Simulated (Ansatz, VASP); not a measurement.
# TiB2: VASP beside Ansatz

File INCAR:

```
PREC     = Accurate       # precision mode
ENCUT    = 520            # plane-wave cutoff, eV
EDIFF    = 1E-6           # SCF threshold, eV
ISMEAR   = 1              # smearing method
SIGMA    = 0.1            # smearing width, eV
LREAL    = F              # projectors in reciprocal space
LASPH    = T              # aspherical terms in the spheres
NELM     = 60             # most SCF steps
ALGO     = Normal         # electronic algorithm
ISIF     = 2              # what is computed and relaxed
LWAVE    = F              # write WAVECAR
LCHARG   = F              # write CHGCAR
GGA      = PE             # functional
NBANDS   = 16             # bands
```

Contents of KPOINTS:

```
regular mesh
0
Gamma
  11 11 9
```

POSCAR

```
TiB2
1.0
    3.1031118961      0.0000000000      0.0000000000
   -1.5515559481      2.6873694784      0.0000000000
    0.0000000000      0.0000000000      3.3071723378
Ti B
1 2
Direct
    0.0000000000      0.0000000000      0.0000000000
    0.3333333333      0.6666666667      0.5000000000
    0.6666666667      0.3333333333      0.5000000000
```

Input for Ansatz:

```yaml
crystal:
  lattice:
    - [3.103111896149366, 0.0, 0.0]
    - [-1.551555948074683, 2.6873694783713193, 0.0]
    - [0.0, 0.0, 3.3071723377553854]
  atoms:
    - { symbol: Ti, position: [0.0, 0.0, 0.0] }
    - { symbol: B, position: [0.3333333333333333, 0.6666666666666666, 0.5] }
    - { symbol: B, position: [0.6666666666666666, 0.3333333333333333, 0.5] }
basis:
  ecutwfc: 489.804952427784
kpoints:
  mp_grid:
    grid: [11, 11, 9]
hamiltonian:
  xc: pbe
  pseudopotentials:
    kind: paw
scf:
  occupations:
    method: cold
    width: 0.1
output:
  stress: true
```

Alike in both runs: task single point; functional PBE; k mesh 11 × 11 × 9; no spin polarisation.

|  | VASP | Ansatz |
| --- | --- | --- |
| version | VASP 6.6.1 | Ansatz 0.2.0 |
| potentials or method | VASP PAW PBE potentials, release 64 (Ti_sv, B), cutoff 520 eV | plane waves, PAW |
| occupations | methfessel-paxton of order 1, width 0.1 eV | cold, width 0.1 eV |
| valence electrons in the cell | 18 | 18 |

```csv
,VASP,Ansatz,Ansatz less VASP
pressure (GPa),-15.7,-15.9,-0.18
"traceless stress, the component that is largest in VASP (GPa)",1.80,1.81,+0.010
```

Ansatz's warnings: structure snapped to symmetry.
